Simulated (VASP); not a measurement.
# AlN (I4/mmm) in VASP: further runs

The runs below take AlN through single point, with r2SCAN.

Program: VASP 6.6.1. These are calculated values, not measurements. Logs are shortened: lines on timing, memory, paths and dates and some standing lists are left out, and cuts for length are marked.

## 1. The cell of the first run

Symmetry: I4/mmm, No. 139, tetragonal system. The conventional cell has a = 2.855 Å, b = 2.855 Å, c = 3.876 Å, α = 90.00°, β = 90.00°, γ = 90.00°. Al (site symmetry 4/mmm) has 6 N at 1.94 to 2.02 Å within 2.6 Å. Within 2.6 Å of N (site symmetry 4/mmm) lie 6 Al at 1.94 to 2.02 Å.

## 2. Single point, r2SCAN (uniaxial z strain -4.0%)

POSCAR

```
AlN
1.0
    0.0000000000      2.0188684521      1.9381137141
    2.0188684521      0.0000000000      1.9381137141
    2.0188684521      2.0188684521      0.0000000000
Al N
1 1
Direct
    0.0000000000      0.0000000000      0.0000000000
    0.5000000000      0.5000000000      0.5000000000
```

INCAR.step1

```
PREC     = Accurate       # precision mode
ENCUT    = 520            # plane-wave cutoff, eV
ISMEAR   = 0              # smearing method
SIGMA    = 0.01           # smearing width, eV
LREAL    = F              # projectors in reciprocal space
LASPH    = T              # aspherical terms in the spheres
NELM     = 80             # most SCF steps
NBANDS   = 11             # bands
GGA      = PE             # functional
ALGO     = Normal         # electronic algorithm
EDIFF    = 1E-4           # SCF threshold, eV
LWAVE    = T              # write WAVECAR
LCHARG   = F              # write CHGCAR
```

INCAR.step2

```
PREC     = Accurate       # precision mode
ENCUT    = 520            # plane-wave cutoff, eV
EDIFF    = 1E-7           # SCF threshold, eV
ISMEAR   = 0              # smearing method
SIGMA    = 0.01           # smearing width, eV
LREAL    = F              # projectors in reciprocal space
LASPH    = T              # aspherical terms in the spheres
NELM     = 80             # most SCF steps
ALGO     = Normal         # electronic algorithm
ISIF     = 2              # what is computed and relaxed
LWAVE    = F              # write WAVECAR
LCHARG   = F              # write CHGCAR
METAGGA  = R2SCAN         # meta-GGA
LMIXTAU  = T            
NBANDS   = 11             # bands
ISTART   = 1
```

KPOINTS

```
Automatic mesh
0
Gamma
  10 10 10
```

Potentials or basis: VASP PAW PBE potentials, release 64 (Al, N).

Started as:

```sh
cat potpaw_PBE.64/Al/POTCAR potpaw_PBE.64/N/POTCAR > POTCAR
cp INCAR.step1 INCAR
mpirun -np 1 vasp_std > vasp.out
cp INCAR.step2 INCAR
mpirun -np 1 vasp_std > vasp.out
```

OUTCAR:

```text
PREC = Accurate
   ENCUT = 520
   EDIFF = 1E-7
   ISMEAR = 0
   LREAL = F
   LASPH = T
   NELM = 80
   ISIF = 2
   METAGGA = R2SCAN
   ISTART = 1

 ion  position               nearest neighbor table
   1  0.000  0.000  0.000-   2 1.94   2 1.94   2 2.02   2 2.02   2 2.02   2 2.02
   2  0.500  0.500  0.500-   1 1.94   1 1.94   1 2.02   1 2.02   1 2.02   1 2.02

  LATTYP: Found a body centered tetragonal cell.
 ALAT       =     2.8551111456
 C/A-ratio  =     1.3576450199

  Lattice vectors:

 A1 = (   0.0000000000,  -2.0188684521,  -1.9381137141)
 A2 = (   0.0000000000,   2.0188684521,  -1.9381137141)
 A3 = (   2.0188684521,   0.0000000000,   1.9381137141)

Analysis of symmetry for initial positions (statically):
=====================================================================
 Subroutine PRICEL returns:
 Original cell was already a primitive cell.

 Routine SETGRP: Setting up the symmetry group for a
 body centered tetragonal supercell.

 Subroutine GETGRP returns: Found 16 space group operations
 (whereof 16 operations were pure point group operations)
 out of a pool of 16 trial point group operations.

The static configuration has the point symmetry D_4h.

Analysis of symmetry for dynamics (positions and initial velocities):
=====================================================================
 Subroutine PRICEL returns:
 Original cell was already a primitive cell.

 Routine SETGRP: Setting up the symmetry group for a
 body centered tetragonal supercell.

 Subroutine GETGRP returns: Found 16 space group operations
 (whereof 16 operations were pure point group operations)
 out of a pool of 16 trial point group operations.

The dynamic configuration has the point symmetry D_4h.

 Subroutine INISYM returns: Found 16 space group operations
 (whereof 16 operations are pure point group operations),
 and found     1 'primitive' translations

----------------------------------------------------------------------------------------

                                     Primitive cell

  volume of cell :      15.7988

  direct lattice vectors                    reciprocal lattice vectors
     0.000000000  2.018868452  1.938113714    -0.247663487  0.247663487  0.257982799
     2.018868452  0.000000000  1.938113714     0.247663487 -0.247663487  0.257982799
     2.018868452  2.018868452  0.000000000     0.247663487  0.247663487 -0.257982799

  length of vectors
     2.798591538  2.798591538  2.855111146     0.435005206  0.435005206  0.435005206

  position of ions in fractional coordinates (direct lattice)
     0.000000000  0.000000000  0.000000000
     0.500000000  0.500000000  0.500000000

  ion indices of the primitive-cell ions
   primitive index   ion index
                 1           1
                 2           2

----------------------------------------------------------------------------------------

 KPOINTS: Automatic mesh

Automatic generation of k-mesh.
 Grid dimensions read from file:
 generate k-points for:   10   10   10

 Generating k-lattice:

  Cartesian coordinates                     Fractional coordinates (reciprocal lattice)
    -0.024766349  0.024766349  0.025798280     0.100000000 -0.000000000  0.000000000
     0.024766349 -0.024766349  0.025798280    -0.000000000  0.100000000  0.000000000
     0.024766349  0.024766349 -0.025798280     0.000000000  0.000000000  0.100000000

  Length of vectors
     0.043500521  0.043500521  0.043500521

  Shift w.r.t. Gamma in fractional coordinates (k-lattice)
     0.000000000  0.000000000  0.000000000

 Subroutine IBZKPT returns following result:
 ===========================================

 Found    102 irreducible k-points:

 Following reciprocal coordinates:
            Coordinates               Weight
  0.000000  0.000000  0.000000      1.000000
  0.100000 -0.000000  0.000000      8.000000
  0.200000 -0.000000  0.000000      8.000000
  0.300000  0.000000  0.000000      8.000000
  0.400000  0.000000  0.000000      8.000000
  0.500000 -0.000000  0.000000      4.000000
[... 16 lines left out ...]
  0.300000  0.300000  0.000000      2.000000
  0.400000  0.300000  0.000000      8.000000
 [... further k-points ...]
   k-points           NKPTS =    102   k-points in BZ     NKDIM =    102   number of bands    NBANDS=     11
   number of dos      NEDOS =    301   number of ions     NIONS =      2
   total plane-waves  NPLWV =  13824
   dimension x,y,z NGX =    24 NGY =   24 NGZ =   24
   dimension x,y,z NGXF=    48 NGYF=   48 NGZF=   48
   ions per type =               1   1
   NGX,Y,Z   is equivalent  to a cutoff of  14.26, 14.26, 13.97 a.u.
   NGXF,Y,Z  is equivalent  to a cutoff of  28.51, 28.51, 27.95 a.u.
 SYSTEM =  unknown system
   PREC   = accura    normal or accurate (medium, high low for compatibility)
   ISTART =      1    job   : 0-new  1-cont  2-samecut
   ICHARG =      0    charge: 1-file 2-atom 10-const
   ISPIN  =      1    spin polarized calculation?
   LNONCOLLINEAR =      F non collinear calculations
   LSORBIT =      F    spin-orbit coupling
   LASPH  =      T    aspherical Exc in radial PAW
   ENCUT  =  520.0 eV  38.22 Ry    6.18 a.u.   5.20  5.20  5.31*2*pi/ulx,y,z
   NELM   =     80;   NELMIN=  2; NELMDL=  0     # of ELM steps
   EDIFF  = 0.1E-06   stopping-criterion for ELM
   LREAL  =      F    real-space projection
   EDIFFG = 0.1E-05   stopping-criterion for IOM
   NSW    =      0    number of steps for IOM
   IBRION =     -1    ionic relax: 0-MD 1-quasi-New 2-CG
   NFREE  =      0    steps in history (QN), initial steepest desc. (CG)
   ISIF   =      2    stress and relaxation
   ISYM   =      2    0-nonsym 1-usesym 2-fastsym
   POTIM  = 0.5000    time-step for ionic-motion
   TEBEG  =    0.0;   TEEND  =   0.0 temperature during run
   PSTRESS=    0.0 pullay stress
   NELECT =       8.0000    total number of electrons
   NUPDOWN=      -1.0000    fix difference up-down
   EMIN   =  10.00;   EMAX   =-10.00  energy-range for DOS
   EFERMI =   0.00;   METHOD = LEGACY
   ISMEAR =     0;   SIGMA  =   0.01  broadening in eV -4-tet -1-fermi 0-gaus
   EFERMI_NEDOS =   21; number of points for ismear=-14 and -15
   IALGO  =     38    algorithm
   IMIX   =      4    mixing-type and parameters
     AMIX     =   0.40;   BMIX     =  1.00
     AMIX_MAG =   1.60;   BMIX_MAG =  1.00
  volume/ion in A,a.u.               =       7.90        53.31
  Fermi-wavevector in a.u.,A,eV,Ry     =   1.304857  2.465823 23.165999  1.702653
  Thomas-Fermi vector in A             =   2.435765
   LORBIT       =      0    0 simple, 1 ext, 2 COOP (PROOUT), +10 PAW based schemes
   METAGGA = R2SCAN    functional components
   LHFCALC =     F    Hartree Fock is set to
   AEXX    =    0.0000 exact exchange contribution
   IVDW    =     0    specifies the selected vdW correction
   LEPSILON=     F    determine dielectric tensor
   LRPA    =     F    only Hartree local field effects (RPA)
 non-spin polarized calculation
 Gauss-broadening in eV      SIGMA  =   0.01
  energy-cutoff  :      520.00
  volume of cell :       15.80
 maximum number of plane-waves:       443
 NGX is ok and might be reduce to    24
   NGX = 11   NGY = 11   NGZ = 11

 number of electron       7.9999999 magnetization

 Free energy of the ion-electron system (eV)
  ---------------------------------------------------
  ext. energy  EPLUGINS =         0.00000000
  ---------------------------------------------------
  free energy    TOTEN  =       -18.85387241 eV

  energy without entropy =      -18.85387241  energy(sigma->0) =      -18.85387241

 E-fermi :  10.5826     XC(G=0): -13.1009

 val. band max:       10.4595271142   @ k =   0.0000   0.0000   0.0000
 cond. band min:      15.9961567013   @ k =   0.5000   0.5000   0.0000
 fundamental gap:      5.5366295870
 Fermi energy:        10.5825853795

 k-point     1 :       0.0000    0.0000    0.0000
  band No.  band energies     occupation
      1      -8.4657      2.00000
      2      10.1460      2.00000
      3      10.4595      2.00000
      4      10.4595      2.00000
      5      17.5270      0.00000
      6      23.2489      0.00000
      7      23.2489      0.00000
      8      23.8395      0.00000
      9      28.5816      0.00000
     10      29.3640      0.00000
     11      30.0646      0.00000

 k-point     2 :       0.1000   -0.0000    0.0000
  band No.  band energies     occupation
      1      -8.2476      2.00000
      2       9.2912      2.00000
      3      10.1578      2.00000
      4      10.2935      2.00000
      5      18.1304      0.00000
      6      22.6011      0.00000
      7      23.5805      0.00000
      8      24.0059      0.00000
      9      27.4415      0.00000
     10      28.5928      0.00000
     11      30.7066      0.00000

 k-point     3 :       0.2000   -0.0000    0.0000
  band No.  band energies     occupation
      1      -7.6147      2.00000
      2       7.0558      2.00000
      3       9.8488      2.00000
      4       9.8941      2.00000
      5      18.6196      0.00000
      6      22.3815      0.00000
      7      23.7617      0.00000
      8      24.5122      0.00000
      9      27.1370      0.00000
     10      27.6945      0.00000
     11      30.2528      0.00000

 k-point     4 :       0.3000    0.0000    0.0000
  band No.  band energies     occupation
      1      -6.6485      2.00000
      2       4.5839      2.00000
      3       9.4564      2.00000
      4       9.5197      2.00000
      5      18.1523      0.00000
      6      23.0439      0.00000
      7      23.6833      0.00000
      8      24.0991      0.00000
      9      28.8287      0.00000
     10      28.9247      0.00000
     11      29.4680      0.00000

 k-point     5 :       0.4000    0.0000    0.0000
  band No.  band energies     occupation
      1      -5.5847      2.00000
      2       2.5124      2.00000
      3       9.1370      2.00000
      4       9.2767      2.00000
      5      17.6791      0.00000
      6      22.3954      0.00000
      7      23.4912      0.00000
      8      25.0967      0.00000
      9      28.6020      0.00000
     10      31.3873      0.00000
     11      31.4690      0.00000
[... 211 lines left out ...]
 k-point    21 :      -0.3000    0.2000    0.0000
  band No.  band energies     occupation
      1      -5.4129      2.00000
      2       3.8380      2.00000
      3       6.4929      2.00000
      4       8.9624      2.00000
      5      19.5236      0.00000
      6      21.8301      0.00000
      7      23.5329      0.00000
      8      23.9013      0.00000
      9      28.4607      0.00000
     10      31.1700      0.00000
     11      34.2515      0.00000

 k-point    22 :      -0.2000    0.2000    0.0000
  band No.  band energies     occupation
      1      -6.3891      2.00000
      2       5.4134      2.00000
      3       7.1298      2.00000
      4       9.4922      2.00000
      5      20.2525      0.00000
      6      21.6142      0.00000
      7      22.8767      0.00000
      8      24.1100      0.00000
      9      26.2485      0.00000
     10      31.1393      0.00000
     11      34.3472      0.00000

 k-point    23 :       0.3000    0.3000    0.0000
  band No.  band energies     occupation
      1      -5.9490      2.00000
      2       5.2585      2.00000
      3       8.0281      2.00000
      4       8.0281      2.00000
      5      17.5822      0.00000
      6      18.6270      0.00000
      7      24.1870      0.00000
      8      27.4662      0.00000
      9      27.4662      0.00000
     10      31.7964      0.00000
     11      36.8560      0.00000

 k-point    24 :       0.4000    0.3000    0.0000
  band No.  band energies     occupation
      1      -5.1312      2.00000
      2       4.1541      2.00000
      3       7.2766      2.00000
      4       7.7173      2.00000
      5      17.3309      0.00000
      6      18.2255      0.00000
      7      24.5341      0.00000
      8      27.4267      0.00000
      9      28.4708      0.00000
     10      33.5272      0.00000
     11      37.6189      0.00000

 [... further k-points ...]
[... 5 lines left out ...]
  --------------------------------------------------------------------------------------
  -------------------------------------------------------------------------------------
  Total        0.6830375      0.6830375      2.2842898      0.0000000      0.0000000      0.0000000
  in kB       69.2675557     69.2675557    231.6522347      0.0000000      0.0000000      0.0000000
  external PRESSURE =     123.3957820 kB  Pullay stress =       0.0000000 kB

 VOLUME and BASIS-vectors are now :
 -----------------------------------------------------------------------------
  energy-cutoff  :      520.00
  volume of cell :       15.80
      direct lattice vectors                 reciprocal lattice vectors
     0.000000000  2.018868452  1.938113714    -0.247663487  0.247663487  0.257982799
     2.018868452  0.000000000  1.938113714     0.247663487 -0.247663487  0.257982799
     2.018868452  2.018868452  0.000000000     0.247663487  0.247663487 -0.257982799

 POSITION                                       TOTAL-FORCE (eV/Angst)
 -----------------------------------------------------------------------------------
      0.00000      0.00000      0.00000         0.000000     -0.000000     -0.000000
      2.01887      2.01887      1.93811        -0.000000      0.000000      0.000000
 -----------------------------------------------------------------------------------
    total drift:                               -0.000000     -0.000000      0.000000

  FREE ENERGIE OF THE ION-ELECTRON SYSTEM (eV)
  ---------------------------------------------------
  free  energy   TOTEN  =       -18.8538724124 eV

  energy  without entropy=      -18.8538724124  energy(sigma->0) =      -18.85387241
```

Wall time 68 s (1 thread of AMD EPYC 9R45 (Zen 5), shared host); peak memory 0.12 GiB.

What came out:

```yaml
Free_energy: -18.8539 eV
Pressure: 12.3 GPa
Band_gap_on_the_k_mesh: 5.54 eV, indirect (least direct gap 7.07 eV)
```

Caveat: the cell differs from its parent crystal (uniaxial z strain -4.0%); the PAW data sets were made with another functional, which shifts forces and pressure a little. A k mesh can miss the band edges.

## 3. Single point, r2SCAN (uniaxial z strain -3.0%)

POSCAR

```
AlN
1.0
    0.0000000000      2.0188684521      1.9583023986
    2.0188684521      0.0000000000      1.9583023986
    2.0188684521      2.0188684521      0.0000000000
Al N
1 1
Direct
    0.0000000000      0.0000000000      0.0000000000
    0.5000000000      0.5000000000      0.5000000000
```

INCAR.step1

```
SYSTEM = AlN
PREC = Accurate
ENCUT = 520
ISMEAR = 0
SIGMA = 0.01
LREAL = .FALSE.
LASPH = .TRUE.
NELM = 80
NBANDS = 11
GGA = PE
ALGO = Normal
EDIFF = 1E-4
LWAVE = .TRUE.
LCHARG = .FALSE.
```

INCAR.step2

```
SYSTEM = AlN
PREC = Accurate
ENCUT = 520
EDIFF = 1E-6
ISMEAR = 0
SIGMA = 0.01
LREAL = .FALSE.
LASPH = .TRUE.
NELM = 80
ALGO = Normal
ISIF = 2
LWAVE = .FALSE.
LCHARG = .FALSE.
METAGGA = R2SCAN
LMIXTAU = .TRUE.
NBANDS = 11
ISTART = 1
```

KPOINTS

```
regular mesh
0
G
  10 10 10
  0 0 0
```

Potentials or basis: VASP PAW PBE potentials, release 64 (Al, N).

Started as:

```sh
cat potpaw_PBE.64/Al/POTCAR potpaw_PBE.64/N/POTCAR > POTCAR
cp INCAR.step1 INCAR
mpirun -np 1 vasp_std > vasp.out
cp INCAR.step2 INCAR
mpirun -np 1 vasp_std > vasp.out
```

Wall time 57 s (1 thread of AMD EPYC 9R45 (Zen 5), shared host); peak memory 0.12 GiB.

Results (log left out):

| Property | Result |
| --- | --- |
| Free energy | -18.8742 eV |
| Pressure | 8.6 GPa |
| Band gap on the k mesh | 5.59 eV, indirect (least direct gap 6.95 eV) |

Stress tensor (GPa, compression positive):
```
 4.87  0.00  0.00
 0.00  4.87  0.00
 0.00  0.00 16.09
```

Levels at points of the mesh, in eV from the valence-band top:
| k point | band 1 | band 2 | band 3 | band 4 | band 5 | band 6 | band 7 | band 8 | band 9 |
| --- | --- | --- | --- | --- | --- | --- | --- | --- | --- |
| (0.00, 0.00, 0.00) | -18.80 | -0.23 | 0.00 | 0.00 | 6.95 | 12.82 | 12.82 | 13.26 | 18.25 |
| (0.50, 0.00, 0.00) | -15.42 | -8.75 | -1.37 | -1.24 | 7.03 | 11.76 | 12.56 | 15.09 | 17.83 |
| (0.50, 0.50, 0.00) | -14.23 | -7.76 | -3.22 | -3.22 | 5.59 | 5.65 | 16.00 | 19.00 | 19.00 |
| (0.50, 0.00, 0.50) | -14.49 | -7.91 | -3.18 | -2.78 | 5.88 | 5.96 | 15.61 | 18.79 | 19.86 |

Caveat: the cell differs from its parent crystal (uniaxial z strain -3.0%); the PAW data sets were made with another functional, which shifts forces and pressure a little. A k mesh can miss the band edges.

## 4. Single point, r2SCAN (uniaxial z strain -2.0%)

POSCAR

```
AlN
1.0
    0.0000000000      2.0188684521      1.9784910831
    2.0188684521      0.0000000000      1.9784910831
    2.0188684521      2.0188684521      0.0000000000
Al N
1 1
Direct
    0.0000000000      0.0000000000      0.0000000000
    0.5000000000      0.5000000000      0.5000000000
```

INCAR.step1

```
SYSTEM = AlN
ALGO = Normal ; EDIFF = 1E-4
ENCUT = 520 ; GGA = PE
ISMEAR = 0 ; LASPH = .True.
LCHARG = .False. ; LREAL = .False.
LWAVE = .True. ; NBANDS = 11
NELM = 60 ; PREC = Accurate
SIGMA = 0.01
```

INCAR.step2

```
SYSTEM = AlN
ALGO = Normal ; EDIFF = 1E-7
ENCUT = 520 ; ISIF = 2
ISMEAR = 0 ; ISTART = 1
LASPH = .True. ; LCHARG = .False.
LMIXTAU = .True. ; LREAL = .False.
LWAVE = .False. ; METAGGA = R2SCAN
NBANDS = 11 ; NELM = 60
PREC = Accurate ; SIGMA = 0.01
```

KPOINTS

```
k-points
0
Gamma
  10 10 10
  0 0 0
```

Started as:

```sh
cat potpaw_PBE.64/Al/POTCAR potpaw_PBE.64/N/POTCAR > POTCAR
cp INCAR.step1 INCAR
mpirun -np 1 vasp_std > vasp.out
cp INCAR.step2 INCAR
mpirun -np 1 vasp_std > vasp.out
```

Run time: 64 s. Hardware: 1 thread of AMD EPYC 9R45 (Zen 5), shared host; peak memory 0.12 GiB.

The run converged. Its results:

```yaml
Free_energy: -18.8877 eV
Pressure: 5.2 GPa
Band_gap_on_the_k_mesh: 5.56 eV, indirect (least direct gap 6.83 eV)
```

Stress tensor (GPa, compression positive):
```
2.90 0.00 0.00
0.00 2.90 0.00
0.00 0.00 9.79
```

Levels at points of the mesh, in eV from the valence-band top:
```
           k point  band 1  band 2  band 3  band 4  band 5  band 6  band 7  band 8  band 9
(0.00, 0.00, 0.00)  -18.68   -0.15    0.00    0.00    6.83   12.85   12.85   13.14   18.37
(0.50, 0.00, 0.00)  -15.34   -8.65   -1.30   -1.21    7.01   11.82   12.33   14.96   17.72
(0.50, 0.50, 0.00)  -14.22   -7.70   -3.12   -3.12    5.56    5.76   15.81   18.92   18.92
(0.50, 0.00, 0.50)  -14.39   -7.80   -3.09   -2.82    5.75    5.96   15.55   18.78   19.49
```

Caveat: the cell differs from its parent crystal (uniaxial z strain -2.0%); the PAW data sets were made with another functional, which shifts forces and pressure a little.

## 5. Summary

```tsv
cell	gap on the mesh (eV)	pressure (GPa)
a = 2.799, b = 2.799, c = 2.855 Å, angles 59.3, 59.3, 61.3°, 2 atoms	5.54	12.3
a = 2.813, b = 2.813, c = 2.855 Å, angles 59.5, 59.5, 61.0°, 2 atoms	5.59	8.6
a = 2.827, b = 2.827, c = 2.855 Å, angles 59.7, 59.7, 60.7°, 2 atoms	5.56	5.2
```

Alike in all rows: task single point; level r2SCAN; potentials or basis VASP PAW PBE potentials, release 64 (Al, N); no spin polarisation; k mesh 10 × 10 × 10; cutoff (eV) 520; smearing gaussian 0.01 eV.

Caveats: the PAW data sets were made with another functional, which shifts forces and pressure a little.

Absolute energies hang on the potentials; compare differences alone.
